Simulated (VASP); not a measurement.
# Ta (Fm-3m) in VASP: a series of runs

Ta is run at these levels: PBEsol; tasks: single point, relaxation of cell and atoms.

Everything below comes from runs of VASP 6.6.1. Logs are shortened: lines on timing, memory, paths and dates and some standing lists are left out, and cuts for length are marked.

## (1) The cell of the first run

The structure is cubic, space group Fm-3m (No. 225). The conventional cell has a = 4.179 Å, b = 4.179 Å, c = 4.179 Å, α = 90.00°, β = 90.00°, γ = 90.00°. Ta (site symmetry m-3m) has 12 Ta at 2.96 Å within 3.9 Å.

This isn't the form of Ta at room conditions, which is bcc.

## (2) Single point, PBEsol

The input, INCAR:

```
SYSTEM = Ta
ALGO = Normal
EDIFF = 1E-6
ENCUT = 500
GGA = PS
GGA_COMPAT = .FALSE.
ISIF = 2
ISMEAR = 1
LASPH = .TRUE.
LCHARG = .FALSE.
LREAL = .FALSE.
LWAVE = .FALSE.
NBANDS = 12
NELM = 120
PREC = Accurate
SIGMA = 0.05
```

The input, KPOINTS:

```
k-points
0
G
  9 9 9
  0 0 0
```

The input, POSCAR:

```
Ta
1.0
    0.0000000000      2.0895336600      2.0895336600
    2.0895336600      0.0000000000      2.0895336600
    2.0895336600      2.0895336600      0.0000000000
Ta
1
Direct
    0.0000000000      0.0000000000      0.0000000000
```

Potentials or basis: VASP PAW PBE potentials, release 64 (Ta_pv).

Started as:

```sh
$ cat potpaw_PBE.64/Ta_pv/POTCAR > POTCAR
$ mpirun -np 1 vasp_std > vasp.out
```

OUTCAR:

```text
SYSTEM = Ta
   EDIFF = 1E-6
   ENCUT = 500
   GGA = PS
   ISIF = 2
   ISMEAR = 1
   LASPH = .TRUE.
   LREAL = .FALSE.
   NELM = 120
   PREC = Accurate

 ion  position               nearest neighbor table
   1  0.000  0.000  0.000-

  LATTYP: Found a face centered cubic cell.
 ALAT       =     4.1790673200

  Lattice vectors:

 A1 = (   0.0000000000,   2.0895336600,   2.0895336600)
 A2 = (   2.0895336600,   0.0000000000,   2.0895336600)
 A3 = (   2.0895336600,   2.0895336600,   0.0000000000)

Analysis of symmetry for initial positions (statically):
=====================================================================
 Subroutine PRICEL returns:
 Original cell was already a primitive cell.

 Routine SETGRP: Setting up the symmetry group for a
 face centered cubic supercell.

 Subroutine GETGRP returns: Found 48 space group operations
 (whereof 48 operations were pure point group operations)
 out of a pool of 48 trial point group operations.

The static configuration has the point symmetry O_h .

Analysis of symmetry for dynamics (positions and initial velocities):
=====================================================================
 Subroutine PRICEL returns:
 Original cell was already a primitive cell.

 Routine SETGRP: Setting up the symmetry group for a
 face centered cubic supercell.

 Subroutine GETGRP returns: Found 48 space group operations
 (whereof 48 operations were pure point group operations)
 out of a pool of 48 trial point group operations.

The dynamic configuration has the point symmetry O_h .

 Subroutine INISYM returns: Found 48 space group operations
 (whereof 48 operations are pure point group operations),
 and found     1 'primitive' translations

----------------------------------------------------------------------------------------

                                     Primitive cell

  volume of cell :      18.2464

  direct lattice vectors                    reciprocal lattice vectors
     0.000000000  2.089533660  2.089533660    -0.239287842  0.239287842  0.239287842
     2.089533660  0.000000000  2.089533660     0.239287842 -0.239287842  0.239287842
     2.089533660  2.089533660  0.000000000     0.239287842  0.239287842 -0.239287842

  length of vectors
     2.955046841  2.955046841  2.955046841     0.414458700  0.414458700  0.414458700

  position of ions in fractional coordinates (direct lattice)
     0.000000000  0.000000000  0.000000000

  ion indices of the primitive-cell ions
   primitive index   ion index
                 1           1

----------------------------------------------------------------------------------------

 KPOINTS: k-points

Automatic generation of k-mesh.
 Grid dimensions read from file:
 generate k-points for:    9    9    9

 Generating k-lattice:

  Cartesian coordinates                     Fractional coordinates (reciprocal lattice)
    -0.026587538  0.026587538  0.026587538     0.111111111  0.000000000  0.000000000
     0.026587538 -0.026587538  0.026587538     0.000000000  0.111111111  0.000000000
     0.026587538  0.026587538 -0.026587538     0.000000000  0.000000000  0.111111111

  Length of vectors
     0.046050967  0.046050967  0.046050967

  Shift w.r.t. Gamma in fractional coordinates (k-lattice)
     0.000000000  0.000000000  0.000000000

 Subroutine IBZKPT returns following result:
 ===========================================

 Found     35 irreducible k-points:

 Following reciprocal coordinates:
            Coordinates               Weight
  0.000000  0.000000  0.000000      1.000000
  0.111111  0.000000  0.000000      8.000000
  0.222222  0.000000  0.000000      8.000000
  0.333333  0.000000  0.000000      8.000000
  0.444444  0.000000  0.000000      8.000000
  0.111111  0.111111  0.000000      6.000000
[... 16 lines left out ...]
 -0.333333  0.333333  0.000000     12.000000
  0.444444  0.444444  0.000000      6.000000
 [... further k-points ...]
   k-points           NKPTS =     35   k-points in BZ     NKDIM =     35   number of bands    NBANDS=     12
   number of dos      NEDOS =    301   number of ions     NIONS =      1
   total plane-waves  NPLWV =  13824
   dimension x,y,z NGX =    24 NGY =   24 NGZ =   24
   dimension x,y,z NGXF=    48 NGYF=   48 NGZF=   48
   ions per type =               1
   NGX,Y,Z   is equivalent  to a cutoff of  13.50, 13.50, 13.50 a.u.
   NGXF,Y,Z  is equivalent  to a cutoff of  27.00, 27.00, 27.00 a.u.
 SYSTEM =  Ta
   PREC   = accura    normal or accurate (medium, high low for compatibility)
   ISTART =      0    job   : 0-new  1-cont  2-samecut
   ICHARG =      2    charge: 1-file 2-atom 10-const
   ISPIN  =      1    spin polarized calculation?
   LNONCOLLINEAR =      F non collinear calculations
   LSORBIT =      F    spin-orbit coupling
   LASPH  =      T    aspherical Exc in radial PAW
   ENCUT  =  500.0 eV  36.75 Ry    6.06 a.u.   5.39  5.39  5.39*2*pi/ulx,y,z
   NELM   =    120;   NELMIN=  2; NELMDL= -5     # of ELM steps
   EDIFF  = 0.1E-05   stopping-criterion for ELM
   LREAL  =      F    real-space projection
   EDIFFG = 0.1E-04   stopping-criterion for IOM
   NSW    =      0    number of steps for IOM
   IBRION =     -1    ionic relax: 0-MD 1-quasi-New 2-CG
   NFREE  =      0    steps in history (QN), initial steepest desc. (CG)
   ISIF   =      2    stress and relaxation
   ISYM   =      2    0-nonsym 1-usesym 2-fastsym
   POTIM  = 0.5000    time-step for ionic-motion
   TEBEG  =    0.0;   TEEND  =   0.0 temperature during run
   PSTRESS=    0.0 pullay stress
   NELECT =      11.0000    total number of electrons
   NUPDOWN=      -1.0000    fix difference up-down
   EMIN   =  10.00;   EMAX   =-10.00  energy-range for DOS
   EFERMI =   0.00;   METHOD = LEGACY
   ISMEAR =     1;   SIGMA  =   0.05  broadening in eV -4-tet -1-fermi 0-gaus
   EFERMI_NEDOS =   21; number of points for ismear=-14 and -15
   IALGO  =     38    algorithm
   IMIX   =      4    mixing-type and parameters
     AMIX     =   0.40;   BMIX     =  1.00
     AMIX_MAG =   1.60;   BMIX_MAG =  1.00
  volume/ion in A,a.u.               =      18.25       123.13
  Fermi-wavevector in a.u.,A,eV,Ry     =   1.382971  2.613436 26.022616  1.912608
  Thomas-Fermi vector in A             =   2.507612
   LORBIT       =      0    0 simple, 1 ext, 2 COOP (PROOUT), +10 PAW based schemes
   GGA     = PS    functional components
   LHFCALC =     F    Hartree Fock is set to
   AEXX    =    0.0000 exact exchange contribution
   IVDW    =     0    specifies the selected vdW correction
   LEPSILON=     F    determine dielectric tensor
   LRPA    =     F    only Hartree local field effects (RPA)
 non-spin polarized calculation
 Methfessel and Paxton  Order N= 1 SIGMA  =   0.05
  energy-cutoff  :      500.00
  volume of cell :       18.25
 maximum number of plane-waves:       483
 NGX is ok and might be reduce to    24
   NGX = 11   NGY = 11   NGZ = 11

 number of electron      11.0000001 magnetization

 Free energy of the ion-electron system (eV)
  ---------------------------------------------------
  ext. energy  EPLUGINS =         0.00000000
  ---------------------------------------------------
  free energy    TOTEN  =       -12.30535966 eV

  energy without entropy =      -12.30517303  energy(sigma->0) =      -12.30529745

 E-fermi :   5.5933     XC(G=0): -12.6661

 val. band max:        5.5705684400   @ k =  -0.3333   0.1111   0.0000
 cond. band min:       5.6144963754   @ k =   0.1111   0.0000   0.0000
 fundamental gap:      0.0439279355
 Fermi energy:         5.5933092846

 k-point     1 :       0.0000    0.0000    0.0000
  band No.  band energies     occupation
      1     -27.8861      2.00000
      2     -27.8861      2.00000
      3     -27.8861      2.00000
      4      -2.6633      2.00000
      5       6.0189     -0.00000
      6       6.0189     -0.00000
      7       6.0189     -0.00000
      8       9.1238      0.00000
      9       9.1238      0.00000
     10      18.1994      0.00000
     11      19.7760      0.00000
     12      23.1446      0.00000

 k-point     2 :       0.1111    0.0000    0.0000
  band No.  band energies     occupation
      1     -28.0272      2.00000
      2     -27.9039      2.00000
      3     -27.9039      2.00000
      4      -2.1602      2.00000
      5       5.6145      0.34922
      6       6.2424     -0.00000
      7       6.2424     -0.00000
      8       8.9190      0.00000
      9       8.9190      0.00000
     10      19.1937      0.00000
     11      19.7738      0.00000
     12      21.3202      0.00000

 k-point     3 :       0.2222    0.0000    0.0000
  band No.  band energies     occupation
      1     -28.3720      2.00000
      2     -27.9485      2.00000
      3     -27.9485      2.00000
      4      -0.8810      2.00000
      5       4.9544      2.00000
      6       6.4737     -0.00000
      7       6.4737     -0.00000
      8       8.9803      0.00000
      9       8.9803      0.00000
     10      18.7156      0.00000
     11      19.7792      0.00000
     12      21.8343      0.00000
[... 286 lines left out ...]
 k-point    23 :      -0.3333    0.3333    0.0000
  band No.  band energies     occupation
      1     -28.6483      2.00000
      2     -28.6390      2.00000
      3     -28.1514      2.00000
      4       2.7471      2.00000
      5       3.5545      2.00000
      6       5.2778      2.00000
      7       8.2372      0.00000
      8      10.4324      0.00000
      9      12.6893      0.00000
     10      18.0328      0.00000
     11      18.5790      0.00000
     12      19.7948      0.00000

 k-point    24 :       0.4444    0.4444    0.0000
  band No.  band energies     occupation
      1     -28.9093      2.00000
      2     -28.2787      2.00000
      3     -28.2787      2.00000
      4       1.0833      2.00000
      5       2.1906      2.00000
      6       8.1906      0.00000
      7      11.4597      0.00000
      8      11.7779      0.00000
      9      11.7779      0.00000
     10      17.5978      0.00000
     11      17.5978      0.00000
     12      18.8813      0.00000

 [... further k-points ...]

------------------------ aborting loop because EDIFF is reached ----------------------------------------

  FORCE on cell =-STRESS in cart. coord.  units (eV):
  Direction    XX          YY          ZZ          XY          YZ          ZX
  --------------------------------------------------------------------------------------
  -------------------------------------------------------------------------------------
  Total       -0.0051023     -0.0051023     -0.0051023      0.0000000      0.0000000      0.0000000
  in kB       -0.4480246     -0.4480246     -0.4480246      0.0000000      0.0000000      0.0000000
  external PRESSURE =      -0.4480246 kB  Pullay stress =       0.0000000 kB

 VOLUME and BASIS-vectors are now :
 -----------------------------------------------------------------------------
  energy-cutoff  :      500.00
  volume of cell :       18.25
      direct lattice vectors                 reciprocal lattice vectors
     0.000000000  2.089533660  2.089533660    -0.239287842  0.239287842  0.239287842
     2.089533660  0.000000000  2.089533660     0.239287842 -0.239287842  0.239287842
     2.089533660  2.089533660  0.000000000     0.239287842  0.239287842 -0.239287842

 POSITION                                       TOTAL-FORCE (eV/Angst)
 -----------------------------------------------------------------------------------
      0.00000      0.00000      0.00000        -0.000000      0.000000      0.000000
 -----------------------------------------------------------------------------------
    total drift:                               -0.000000     -0.000000     -0.000000

  FREE ENERGIE OF THE ION-ELECTRON SYSTEM (eV)
  ---------------------------------------------------
  free  energy   TOTEN  =       -12.3053596644 eV

  energy  without entropy=      -12.3051730310  energy(sigma->0) =      -12.30529745
```

It took 6.3 s on 1 thread of AMD EPYC 7R13 (Zen 3), shared host; peak memory 0.11 GiB.

Results:

| Property | Result |
| --- | --- |
| Free energy | -12.3054 eV |
| Pressure | 0.0 GPa |
| Band gap on the k mesh | zero (an odd number of electrons rules out a gap without spin polarisation) |

Caveat: the PAW data sets were made with another functional, which shifts forces and pressure a little; spin-orbit coupling is left out, which moves the levels of the heavy elements.

## (3) Relaxation of cell and atoms, PBEsol

This run uses another cell than the first one, of 18.00 Å³/atom.

The input, INCAR:

```
ALGO = Normal
EDIFF = 1E-7
EDIFFG = -0.01
ENCUT = 500
GGA = PS
GGA_COMPAT = F
IBRION = 2
ISIF = 3
ISMEAR = 1
LASPH = T
LCHARG = F
LREAL = F
LWAVE = F
NELM = 120
NELMIN = 4
NSW = 80
PREC = Accurate
SIGMA = 0.05
```

The input, KPOINTS:

```
k-points
0
Gamma
  9 9 9
```

The input, POSCAR:

```
Ta
1.0
    0.0000000000      2.0800000000      2.0800000000
    2.0800000000      0.0000000000      2.0800000000
    2.0800000000      2.0800000000      0.0000000000
Ta
1
Direct
    0.0000000000      0.0000000000      0.0000000000
```

Potentials or basis: VASP PAW PBE potentials, release 64 (Ta_pv).

Started as:

```sh
$ cat potpaw_PBE.64/Ta_pv/POTCAR > POTCAR
$ mpirun -np 1 vasp_std > vasp.out
```

It took 15 s on 1 thread of AMD EPYC 7R13 (Zen 3), shared host; peak memory 0.12 GiB.

Results (log left out):

```
Free energy                           : -12.3053 eV
Relaxed volume                        : 18.24 Å³/atom
Relaxed cell                          : a = 2.955 Å, b = 2.955 Å, c = 2.955 Å, α = 60.00°, β = 60.00°, γ = 60.00°
Space group after relaxing (to 0.1 Å) : Fm-3m (No. 225)
Energy gained by relaxing             : 2.3 meV/atom
Ionic steps                           : 3
Pressure after relaxing               : 0.0 GPa
Band gap on the k mesh                : zero (an odd number of electrons rules out a gap without spin polarisation)
```

Step by step:
```csv
step,energy change (eV),largest force (eV/Å),pressure (GPa),volume (Å³)
1,0.0000,0.0000,3.01,18.00
2,0.0125,0.0000,-7.03,18.89
3,-0.0023,0.0000,-0.03,18.24
```

Final structure:
```
Ta
1.0
     0.00000    2.08948    2.08948
     2.08948    0.00000    2.08948
     2.08948    2.08948    0.00000
Ta
1
Direct
  0.00000 0.00000 0.00000
```

Levels at points of the mesh, in eV from the Fermi level:
```
           k point  band 3  band 4  band 5  band 6  band 7  band 8
(0.00, 0.00, 0.00)  -33.48   -8.26    0.43    0.43    0.43    3.53
```

Caveat: the PAW data sets were made with another functional, which shifts forces and pressure a little; spin-orbit coupling is left out, which moves the levels of the heavy elements.
